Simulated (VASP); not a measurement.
# H2 in VASP: a series of runs

H2 is run at these levels: LDA; tasks: single point, relaxation of the atoms.

Everything below comes from runs of VASP 6.6.1. Logs are shortened: lines on timing, memory, paths and dates and some standing lists are left out, and cuts for length are marked.

## (1) The cell of the first run

The cell holds a molecule in a box, 2 atoms: a = 9.000 Å, b = 9.500 Å, c = 10.000 Å, α = 90.00°, β = 90.00°, γ = 90.00°.

## (2) Single point, LDA

File INCAR:

```
PREC     = Accurate       # precision mode
ENCUT    = 520            # plane-wave cutoff, eV
EDIFF    = 1E-7           # SCF threshold, eV
ISMEAR   = -1             # smearing method
SIGMA    = 0.02           # smearing width, eV
LREAL    = F              # projectors in reciprocal space
LASPH    = T              # aspherical terms in the spheres
NELM     = 100            # most SCF steps
ALGO     = Normal         # electronic algorithm
ISIF     = 2              # what is computed and relaxed
LWAVE    = F              # write WAVECAR
LCHARG   = F              # write CHGCAR
NBANDS   = 8              # bands
```

File KPOINTS:

```
Automatic mesh
0
Gamma
  1 1 1
```

File POSCAR:

```
H
1.0
    9.0000000000      0.0000000000      0.0000000000
    0.0000000000      9.5000000000      0.0000000000
    0.0000000000      0.0000000000     10.0000000000
H
2
Direct
    0.5000000000      0.5000000000      0.4617376680
    0.5000000000      0.5000000000      0.5382623320
```

Potentials or basis: VASP PAW LDA potentials, release 64 (H).

Started as:

```
$ cat potpaw_LDA.64/H/POTCAR > POTCAR
$ mpirun -np 1 vasp_gam > vasp.out
```

OUTCAR:

```text
PREC = Accurate
   ENCUT = 520
   EDIFF = 1E-7
   ISMEAR = -1
   LREAL = F
   LASPH = T
   NELM = 100
   ISIF = 2

 ion  position               nearest neighbor table
   1  0.500  0.500  0.462-   2 0.77
   2  0.500  0.500  0.538-   1 0.77

  LATTYP: Found a simple orthorhombic cell.
 ALAT       =     9.0000000000
 B/A-ratio  =     1.0555555556
 C/A-ratio  =     1.1111111111

  Lattice vectors:

 A1 = (   9.0000000000,   0.0000000000,   0.0000000000)
 A2 = (   0.0000000000,   9.5000000000,   0.0000000000)
 A3 = (   0.0000000000,   0.0000000000,  10.0000000000)

Analysis of symmetry for initial positions (statically):
=====================================================================
 Subroutine PRICEL returns:
 Original cell was already a primitive cell.

 Routine SETGRP: Setting up the symmetry group for a
 simple orthorhombic supercell.

 Subroutine GETGRP returns: Found  8 space group operations
 (whereof  8 operations were pure point group operations)
 out of a pool of  8 trial point group operations.

The static configuration has the point symmetry D_2h.

Analysis of symmetry for dynamics (positions and initial velocities):
=====================================================================
 Subroutine PRICEL returns:
 Original cell was already a primitive cell.

 Routine SETGRP: Setting up the symmetry group for a
 simple orthorhombic supercell.

 Subroutine GETGRP returns: Found  8 space group operations
 (whereof  8 operations were pure point group operations)
 out of a pool of  8 trial point group operations.

The dynamic configuration has the point symmetry D_2h.

 Subroutine INISYM returns: Found  8 space group operations
 (whereof  8 operations are pure point group operations),
 and found     1 'primitive' translations

----------------------------------------------------------------------------------------

                                     Primitive cell

  volume of cell :     855.0000

  direct lattice vectors                    reciprocal lattice vectors
     9.000000000  0.000000000  0.000000000     0.111111111  0.000000000  0.000000000
     0.000000000  9.500000000  0.000000000     0.000000000  0.105263158  0.000000000
     0.000000000  0.000000000 10.000000000     0.000000000  0.000000000  0.100000000

  length of vectors
     9.000000000  9.500000000 10.000000000     0.111111111  0.105263158  0.100000000

  position of ions in fractional coordinates (direct lattice)
     0.500000000  0.500000000  0.461737668
     0.500000000  0.500000000  0.538262332

  ion indices of the primitive-cell ions
   primitive index   ion index
                 1           1
                 2           2

----------------------------------------------------------------------------------------

 KPOINTS: Automatic mesh

Automatic generation of k-mesh.
 Grid dimensions read from file:
 generate k-points for:    1    1    1

 Generating k-lattice:

  Cartesian coordinates                     Fractional coordinates (reciprocal lattice)
     0.111111111  0.000000000  0.000000000     1.000000000  0.000000000  0.000000000
     0.000000000  0.105263158  0.000000000     0.000000000  1.000000000  0.000000000
     0.000000000  0.000000000  0.100000000     0.000000000  0.000000000  1.000000000

  Length of vectors
     0.111111111  0.105263158  0.100000000

  Shift w.r.t. Gamma in fractional coordinates (k-lattice)
     0.000000000  0.000000000  0.000000000

 Subroutine IBZKPT returns following result:
 ===========================================

 Found      1 irreducible k-points:

 Following reciprocal coordinates:
            Coordinates               Weight
  0.000000  0.000000  0.000000      1.000000
   k-points           NKPTS =      1   k-points in BZ     NKDIM =      1   number of bands    NBANDS=      8
   number of dos      NEDOS =    301   number of ions     NIONS =      2
   total plane-waves  NPLWV = 403200
   dimension x,y,z NGX =    70 NGY =   72 NGZ =   80
   dimension x,y,z NGXF=   140 NGYF=  144 NGZF=  160
   ions per type =               2
   NGX,Y,Z   is equivalent  to a cutoff of  12.93, 12.60, 13.30 a.u.
   NGXF,Y,Z  is equivalent  to a cutoff of  25.86, 25.20, 26.60 a.u.
 SYSTEM =  unknown system
   PREC   = accura    normal or accurate (medium, high low for compatibility)
   ISTART =      0    job   : 0-new  1-cont  2-samecut
   ICHARG =      2    charge: 1-file 2-atom 10-const
   ISPIN  =      1    spin polarized calculation?
   LNONCOLLINEAR =      F non collinear calculations
   LSORBIT =      F    spin-orbit coupling
   LASPH  =      T    aspherical Exc in radial PAW
   ENCUT  =  520.0 eV  38.22 Ry    6.18 a.u.  16.73 17.66 18.59*2*pi/ulx,y,z
   NELM   =    100;   NELMIN=  2; NELMDL= -5     # of ELM steps
   EDIFF  = 0.1E-06   stopping-criterion for ELM
   LREAL  =      F    real-space projection
   EDIFFG = 0.1E-05   stopping-criterion for IOM
   NSW    =      0    number of steps for IOM
   IBRION =     -1    ionic relax: 0-MD 1-quasi-New 2-CG
   NFREE  =      0    steps in history (QN), initial steepest desc. (CG)
   ISIF   =      2    stress and relaxation
   ISYM   =      2    0-nonsym 1-usesym 2-fastsym
   POTIM  = 0.5000    time-step for ionic-motion
   TEBEG  =    0.0;   TEEND  =   0.0 temperature during run
   PSTRESS=    0.0 pullay stress
   NELECT =       2.0000    total number of electrons
   NUPDOWN=      -1.0000    fix difference up-down
   EMIN   =  10.00;   EMAX   =-10.00  energy-range for DOS
   EFERMI =   0.00;   METHOD = LEGACY
   ISMEAR =    -1;   SIGMA  =   0.02  broadening in eV -4-tet -1-fermi 0-gaus
   EFERMI_NEDOS =   21; number of points for ismear=-14 and -15
   IALGO  =     38    algorithm
   IMIX   =      4    mixing-type and parameters
     AMIX     =   0.40;   BMIX     =  1.00
     AMIX_MAG =   1.60;   BMIX_MAG =  1.00
  volume/ion in A,a.u.               =     427.50      2884.91
  Fermi-wavevector in a.u.,A,eV,Ry     =   0.217318  0.410672  0.642565  0.047227
  Thomas-Fermi vector in A             =   0.994036
   LORBIT       =      0    0 simple, 1 ext, 2 COOP (PROOUT), +10 PAW based schemes
   GGA     = CA    functional components
   LHFCALC =     F    Hartree Fock is set to
   AEXX    =    0.0000 exact exchange contribution
   IVDW    =     0    specifies the selected vdW correction
   LEPSILON=     F    determine dielectric tensor
   LRPA    =     F    only Hartree local field effects (RPA)
 non-spin polarized calculation
  energy-cutoff  :      520.00
  volume of cell :      855.00
 maximum number of plane-waves:     11510
 NGX is ok and might be reduce to    70
   NGX = 33   NGY = 35   NGZ = 37

 number of electron       2.0000000 magnetization

 Free energy of the ion-electron system (eV)
  ---------------------------------------------------
  ext. energy  EPLUGINS =         0.00000000
  ---------------------------------------------------
  free energy    TOTEN  =        -6.69838749 eV

  energy without entropy =       -6.69838749  energy(sigma->0) =       -6.69838749

 E-fermi :  -9.6211     XC(G=0):  -0.4178

 val. band max:      -10.1151643635   @ k =   0.0000   0.0000   0.0000
 cond. band min:      -0.1474353421   @ k =   0.0000   0.0000   0.0000
 fundamental gap:      9.9677290214
 Fermi energy:        -9.6211491587

 k-point     1 :       0.0000    0.0000    0.0000
  band No.  band energies     occupation
      1     -10.1152      2.00000
      2      -0.1474      0.00000
      3       0.3476      0.00000
      4       1.0674      0.00000
      5       1.1954      0.00000
      6       1.3817      0.00000
      7       1.5478      0.00000
      8       1.7402      0.00000

------------------------ aborting loop because EDIFF is reached ----------------------------------------

  FORCE on cell =-STRESS in cart. coord.  units (eV):
  Direction    XX          YY          ZZ          XY          YZ          ZX
  --------------------------------------------------------------------------------------
  -------------------------------------------------------------------------------------
  Total       -0.0264998     -0.0257589     -0.0193902      0.0000000      0.0000000      0.0000000
  in kB       -0.0496577     -0.0482693     -0.0363352      0.0000000      0.0000000      0.0000000
  external PRESSURE =      -0.0447541 kB  Pullay stress =       0.0000000 kB

 VOLUME and BASIS-vectors are now :
 -----------------------------------------------------------------------------
  energy-cutoff  :      520.00
  volume of cell :      855.00
      direct lattice vectors                 reciprocal lattice vectors
     9.000000000  0.000000000  0.000000000     0.111111111  0.000000000  0.000000000
     0.000000000  9.500000000  0.000000000     0.000000000  0.105263158  0.000000000
     0.000000000  0.000000000 10.000000000     0.000000000  0.000000000  0.100000000

 POSITION                                       TOTAL-FORCE (eV/Angst)
 -----------------------------------------------------------------------------------
      4.50000      4.75000      4.61738         0.000000      0.000000     -0.015578
      4.50000      4.75000      5.38262         0.000000     -0.000000      0.015578
 -----------------------------------------------------------------------------------
    total drift:                                0.000000      0.000000      0.000000

  FREE ENERGIE OF THE ION-ELECTRON SYSTEM (eV)
  ---------------------------------------------------
  free  energy   TOTEN  =        -6.6983874860 eV

  energy  without entropy=       -6.6983874860  energy(sigma->0) =       -6.69838749
```

It took 14 s on 1 thread of AMD EPYC 7R13 (Zen 3), shared host; peak memory 0.45 GiB.

What came out:

| Property | Result |
| --- | --- |
| Free energy | -6.6984 eV |
| Largest force | 0.016 eV/Å |
| Gap between the frontier levels | 9.97 eV |

Forces in eV/Å, atoms in the order of the input:
```
H    0.000  0.000 -0.016
H    0.000  0.000  0.016
```

## (3) Relaxation of the atoms, LDA

File INCAR:

```
  PREC = Accurate
  ENCUT = 520
  EDIFF = 1E-6
  ISMEAR = -1
  SIGMA = 0.02
  LREAL = False
  LASPH = True
  NELM = 100
  ALGO = Normal
  ISIF = 2
  LWAVE = False
  LCHARG = False
  GGA = CA
  IBRION = 2
  NSW = 60
  EDIFFG = -0.02
```

KPOINTS is that of step 2.

File POSCAR:

```
H
1.0
    9.0000000000      0.0000000000      0.0000000000
    0.0000000000      9.5000000000      0.0000000000
    0.0000000000      0.0000000000     10.0000000000
H
2
Direct
    0.5000000000      0.5000000000      0.4625000000
    0.5000000000      0.5000000000      0.5375000000
```

Potentials or basis: VASP PAW LDA potentials, release 64 (H).

Started as:

```
$ cat potpaw_LDA.64/H/POTCAR > POTCAR
$ mpirun -np 1 vasp_gam > vasp.out
```

Wall time 21 s (1 thread of AMD EPYC 7R13 (Zen 3), shared host); peak memory 0.47 GiB.

Results (log left out):

```
Free energy                     : -6.6984 eV
Energy gained by relaxing       : 2.1 meV/atom
Ionic steps                     : 3
Gap between the frontier levels : 9.97 eV
```

The path:
```
step  energy change (eV)  largest force (eV/Å)  pressure (GPa)
   1              0.0000                0.5327            0.02
   2              0.0149                1.0290           -0.06
   3             -0.0041                0.0012           -0.01
```

Final structure:
```
H
1.0
     9.00000    0.00000    0.00000
     0.00000    9.50000    0.00000
     0.00000    0.00000   10.00000
H
2
Direct
  0.50000 0.50000 0.46171
  0.50000 0.50000 0.53829
```

Levels at points of the mesh, in eV from the valence-band top:
```csv
k point,band 1,band 2,band 3,band 4,band 5
"(0.00, 0.00, 0.00)",0.00,9.97,10.46,11.18,11.31
```
